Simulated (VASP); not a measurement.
# Ti (I4/mmm) in VASP: further runs

Ti is run at these levels: r2SCAN; tasks: single point.

Everything below comes from runs of VASP 6.6.1. Logs are shortened: lines on timing, memory, paths and dates and some standing lists are left out, and cuts for length are marked.

## 1. The cell of the first run

It takes space group I4/mmm (No. 139, tetragonal). The conventional cell has a = 3.282 Å, b = 3.282 Å, c = 3.545 Å, α = 90.00°, β = 90.00°, γ = 90.00°. Ti (site symmetry 4/mmm) has 14 Ti at 2.92 to 3.54 Å within 3.8 Å.

## 2. Single point, r2SCAN (strain +0.000 along x and y, +0.080 along z)

POSCAR reads:

```
Ti
1.0
   -1.6410000000      1.6410000000      1.7722800000
    1.6410000000     -1.6410000000      1.7722800000
    1.6410000000      1.6410000000     -1.7722800000
Ti
1
Direct
    0.0000000000      0.0000000000      0.0000000000
```

INCAR.step1 reads:

```
SYSTEM = Ti
ALGO = Normal
EDIFF = 1E-4
ENCUT = 520
GGA = PE
ISMEAR = 0
LASPH = .True.
LCHARG = .False.
LREAL = .False.
LWAVE = .True.
NBANDS = 12
NELM = 80
PREC = Accurate
SIGMA = 0.15
```

INCAR.step2 reads:

```
SYSTEM = Ti
ALGO = Normal
EDIFF = 1E-7
ENCUT = 520
ISIF = 2
ISMEAR = 0
ISTART = 1
LASPH = .True.
LCHARG = .True.
LELF = .True.
LMIXTAU = .True.
LREAL = .False.
LVHAR = .True.
LWAVE = .False.
METAGGA = R2SCAN
NBANDS = 12
NELM = 80
PREC = Accurate
SIGMA = 0.15
```

KPOINTS reads:

```
k-points
0
Gamma
  20 20 20
  0 0 0
```

Potentials or basis: VASP PAW PBE potentials, release 64 (Ti_sv).

Run with:

```console
$ cat potpaw_PBE.64/Ti_sv/POTCAR > POTCAR
$ cp INCAR.step1 INCAR
$ mpirun -np 1 vasp_std > vasp.out
$ cp INCAR.step2 INCAR
$ mpirun -np 1 vasp_std > vasp.out
```

OUTCAR:

```text
SYSTEM = Ti
   EDIFF = 1E-7
   ENCUT = 520
   ISIF = 2
   ISMEAR = 0
   ISTART = 1
   LASPH = .True.
   LREAL = .False.
   METAGGA = R2SCAN
   NELM = 80
   PREC = Accurate

 ion  position               nearest neighbor table
   1  0.000  0.000  0.000-

  LATTYP: Found a body centered tetragonal cell.
 ALAT       =     3.2820000000
 C/A-ratio  =     1.0800000000

  Lattice vectors:

 A1 = (  -1.6410000000,   1.6410000000,   1.7722800000)
 A2 = (   1.6410000000,  -1.6410000000,   1.7722800000)
 A3 = (   1.6410000000,   1.6410000000,  -1.7722800000)

Analysis of symmetry for initial positions (statically):
=====================================================================
 Subroutine PRICEL returns:
 Original cell was already a primitive cell.

 Routine SETGRP: Setting up the symmetry group for a
 body centered tetragonal supercell.

 Subroutine GETGRP returns: Found 16 space group operations
 (whereof 16 operations were pure point group operations)
 out of a pool of 16 trial point group operations.

The static configuration has the point symmetry D_4h.

Analysis of symmetry for dynamics (positions and initial velocities):
=====================================================================
 Subroutine PRICEL returns:
 Original cell was already a primitive cell.

 Routine SETGRP: Setting up the symmetry group for a
 body centered tetragonal supercell.

 Subroutine GETGRP returns: Found 16 space group operations
 (whereof 16 operations were pure point group operations)
 out of a pool of 16 trial point group operations.

The dynamic configuration has the point symmetry D_4h.

 Subroutine INISYM returns: Found 16 space group operations
 (whereof 16 operations are pure point group operations),
 and found     1 'primitive' translations

----------------------------------------------------------------------------------------

                                     Primitive cell

  volume of cell :      19.0902

  direct lattice vectors                    reciprocal lattice vectors
    -1.641000000  1.641000000  1.772280000     0.000000000  0.304692261  0.282122464
     1.641000000 -1.641000000  1.772280000     0.304692261  0.000000000  0.282122464
     1.641000000  1.641000000 -1.772280000     0.304692261  0.304692261  0.000000000

  length of vectors
     2.920057944  2.920057944  2.920057944     0.415247466  0.415247466  0.430899928

  position of ions in fractional coordinates (direct lattice)
     0.000000000  0.000000000  0.000000000

  ion indices of the primitive-cell ions
   primitive index   ion index
                 1           1

----------------------------------------------------------------------------------------

 KPOINTS: k-points

Automatic generation of k-mesh.
 Grid dimensions read from file:
 generate k-points for:   20   20   20

 Generating k-lattice:

  Cartesian coordinates                     Fractional coordinates (reciprocal lattice)
     0.000000000  0.015234613  0.014106123     0.050000000 -0.000000000  0.000000000
     0.015234613  0.000000000  0.014106123    -0.000000000  0.050000000  0.000000000
     0.015234613  0.015234613  0.000000000     0.000000000  0.000000000  0.050000000

  Length of vectors
     0.020762373  0.020762373  0.021544996

  Shift w.r.t. Gamma in fractional coordinates (k-lattice)
     0.000000000  0.000000000  0.000000000

 Subroutine IBZKPT returns following result:
 ===========================================

 Found    641 irreducible k-points:

 Following reciprocal coordinates:
            Coordinates               Weight
  0.000000  0.000000  0.000000      1.000000
  0.050000  0.000000 -0.000000      8.000000
  0.100000  0.000000 -0.000000      8.000000
  0.150000  0.000000  0.000000      8.000000
  0.200000  0.000000 -0.000000      8.000000
  0.250000  0.000000  0.000000      8.000000
[... 16 lines left out ...]
 -0.400000  0.050000  0.000000     16.000000
 -0.350000  0.050000  0.000000     16.000000
 [... further k-points ...]
   k-points           NKPTS =    641   k-points in BZ     NKDIM =    641   number of bands    NBANDS=     12
   number of dos      NEDOS =    301   number of ions     NIONS =      1
   total plane-waves  NPLWV =  13824
   dimension x,y,z NGX =    24 NGY =   24 NGZ =   24
   dimension x,y,z NGXF=    48 NGYF=   48 NGZF=   48
   ions per type =               1
   NGX,Y,Z   is equivalent  to a cutoff of  13.66, 13.66, 13.66 a.u.
   NGXF,Y,Z  is equivalent  to a cutoff of  27.33, 27.33, 27.33 a.u.
 SYSTEM =  Ti
   PREC   = accura    normal or accurate (medium, high low for compatibility)
   ISTART =      1    job   : 0-new  1-cont  2-samecut
   ICHARG =      0    charge: 1-file 2-atom 10-const
   ISPIN  =      1    spin polarized calculation?
   LNONCOLLINEAR =      F non collinear calculations
   LSORBIT =      F    spin-orbit coupling
   LASPH  =      T    aspherical Exc in radial PAW
   ENCUT  =  520.0 eV  38.22 Ry    6.18 a.u.   5.43  5.43  5.43*2*pi/ulx,y,z
   NELM   =     80;   NELMIN=  2; NELMDL=  0     # of ELM steps
   EDIFF  = 0.1E-06   stopping-criterion for ELM
   LREAL  =      F    real-space projection
   EDIFFG = 0.1E-05   stopping-criterion for IOM
   NSW    =      0    number of steps for IOM
   IBRION =     -1    ionic relax: 0-MD 1-quasi-New 2-CG
   NFREE  =      0    steps in history (QN), initial steepest desc. (CG)
   ISIF   =      2    stress and relaxation
   ISYM   =      2    0-nonsym 1-usesym 2-fastsym
   POTIM  = 0.5000    time-step for ionic-motion
   TEBEG  =    0.0;   TEEND  =   0.0 temperature during run
   PSTRESS=    0.0 pullay stress
   NELECT =      12.0000    total number of electrons
   NUPDOWN=      -1.0000    fix difference up-down
   EMIN   =  10.00;   EMAX   =-10.00  energy-range for DOS
   EFERMI =   0.00;   METHOD = LEGACY
   ISMEAR =     0;   SIGMA  =   0.15  broadening in eV -4-tet -1-fermi 0-gaus
   EFERMI_NEDOS =   21; number of points for ismear=-14 and -15
   IALGO  =     38    algorithm
   IMIX   =      4    mixing-type and parameters
     AMIX     =   0.40;   BMIX     =  1.00
     AMIX_MAG =   1.60;   BMIX_MAG =  1.00
  volume/ion in A,a.u.               =      19.09       128.83
  Fermi-wavevector in a.u.,A,eV,Ry     =   1.402379  2.650112 26.758129  1.966667
  Thomas-Fermi vector in A             =   2.525147
   LORBIT       =      0    0 simple, 1 ext, 2 COOP (PROOUT), +10 PAW based schemes
   METAGGA = R2SCAN    functional components
   LHFCALC =     F    Hartree Fock is set to
   AEXX    =    0.0000 exact exchange contribution
   IVDW    =     0    specifies the selected vdW correction
   LEPSILON=     F    determine dielectric tensor
   LRPA    =     F    only Hartree local field effects (RPA)
 non-spin polarized calculation
 Gauss-broadening in eV      SIGMA  =   0.15
  energy-cutoff  :      520.00
  volume of cell :       19.09
 maximum number of plane-waves:       529
 NGX is ok and might be reduce to    24
   NGX = 11   NGY = 11   NGZ = 11

 number of electron      11.9999997 magnetization

 Free energy of the ion-electron system (eV)
  ---------------------------------------------------
  ext. energy  EPLUGINS =         0.00000000
  ---------------------------------------------------
  free energy    TOTEN  =       -12.77964025 eV

  energy without entropy =      -12.75096006  energy(sigma->0) =      -12.76530015

 E-fermi :   7.1783     XC(G=0): -11.9266

 val. band max:        7.1778580877   @ k =   0.5000   0.3000   0.0000
 cond. band min:       7.1795512165   @ k =  -0.1000   0.4000   0.0500
 fundamental gap:      0.0016931288
 Fermi energy:         7.1782749606

 k-point     1 :       0.0000    0.0000    0.0000
  band No.  band energies     occupation
      1     -51.9796      2.00000
      2     -26.8763      2.00000
      3     -26.8762      2.00000
      4     -26.8679      2.00000
      5       1.0340      2.00000
      6       8.0513      0.00000
      7       8.0513      0.00000
      8       8.5684      0.00000
      9       9.4434      0.00000
     10      10.0262      0.00000
     11      23.7581      0.00000
     12      25.0608      0.00000

 k-point     2 :       0.0500    0.0000   -0.0000
  band No.  band energies     occupation
      1     -51.9774      2.00000
      2     -26.8865      2.00000
      3     -26.8799      2.00000
      4     -26.8707      2.00000
      5       1.1140      2.00000
      6       8.0429      0.00000
      7       8.0650      0.00000
      8       8.5757      0.00000
      9       9.4175      0.00000
     10      10.0093      0.00000
     11      23.7188      0.00000
     12      24.8907      0.00000

 k-point     3 :       0.1000    0.0000   -0.0000
  band No.  band energies     occupation
      1     -51.9711      2.00000
      2     -26.9231      2.00000
      3     -26.8905      2.00000
      4     -26.8715      2.00000
      5       1.3504      2.00000
      6       8.0056      0.00000
      7       8.0657      0.00000
      8       8.6400      0.00000
      9       9.3532      0.00000
     10       9.9704      0.00000
     11      23.4630      0.00000
     12      24.4708      0.00000
[... 286 lines left out ...]
 k-point    23 :      -0.4000    0.0500    0.0000
  band No.  band energies     occupation
      1     -51.9011      2.00000
      2     -27.3113      2.00000
      3     -27.0046      2.00000
      4     -26.8778      2.00000
      5       4.3586      2.00000
      6       7.2701      0.38673
      7       7.3039      0.23643
      8       9.4039      0.00000
      9      10.1046      0.00000
     10      10.6215      0.00000
     11      16.7157      0.00000
     12      21.2782      0.00000

 k-point    24 :      -0.3500    0.0500    0.0000
  band No.  band energies     occupation
      1     -51.9124      2.00000
      2     -27.2502      2.00000
      3     -26.9852      2.00000
      4     -26.8781      2.00000
      5       3.8430      2.00000
      6       7.2805      0.33537
      7       7.4152      0.02553
      8       9.3605      0.00000
      9      10.0382      0.00000
     10      10.2144      0.00000
     11      17.9650      0.00000
     12      21.7991      0.00000

 [... further k-points ...]

------------------------ aborting loop because EDIFF is reached ----------------------------------------

  FORCE on cell =-STRESS in cart. coord.  units (eV):
  Direction    XX          YY          ZZ          XY          YZ          ZX
  --------------------------------------------------------------------------------------
  -------------------------------------------------------------------------------------
  Total       -1.2087467     -1.2087467     -0.8701198      0.0000000     -0.0000000     -0.0000000
  in kB     -101.4463437   -101.4463437    -73.0264429      0.0000000     -0.0000000     -0.0000000
  external PRESSURE =     -91.9730435 kB  Pullay stress =       0.0000000 kB

 VOLUME and BASIS-vectors are now :
 -----------------------------------------------------------------------------
  energy-cutoff  :      520.00
  volume of cell :       19.09
      direct lattice vectors                 reciprocal lattice vectors
    -1.641000000  1.641000000  1.772280000     0.000000000  0.304692261  0.282122464
     1.641000000 -1.641000000  1.772280000     0.304692261  0.000000000  0.282122464
     1.641000000  1.641000000 -1.772280000     0.304692261  0.304692261  0.000000000

 POSITION                                       TOTAL-FORCE (eV/Angst)
 -----------------------------------------------------------------------------------
      0.00000      0.00000      0.00000         0.000000     -0.000000     -0.000000
 -----------------------------------------------------------------------------------
    total drift:                                0.000000      0.000000      0.000000

  FREE ENERGIE OF THE ION-ELECTRON SYSTEM (eV)
  ---------------------------------------------------
  free  energy   TOTEN  =       -12.7796402459 eV

  energy  without entropy=      -12.7509600612  energy(sigma->0) =      -12.76530015
```

It took 2.8 min on 1 thread of Intel Xeon 6975P-C (Granite Rapids), shared host; peak memory 0.26 GiB.

Results:

```
Free energy            : -12.7796 eV
Pressure               : -9.2 GPa
Band gap on the k mesh : zero (bands 6 and 7 overlap by 1.59 eV)
```

Caveat: the cell differs from its parent crystal (strain +0.000 along x and y, +0.080 along z); the cell stands under tension; the PAW data sets were made with another functional, which shifts forces and pressure a little.

[end of part 1 of 2]
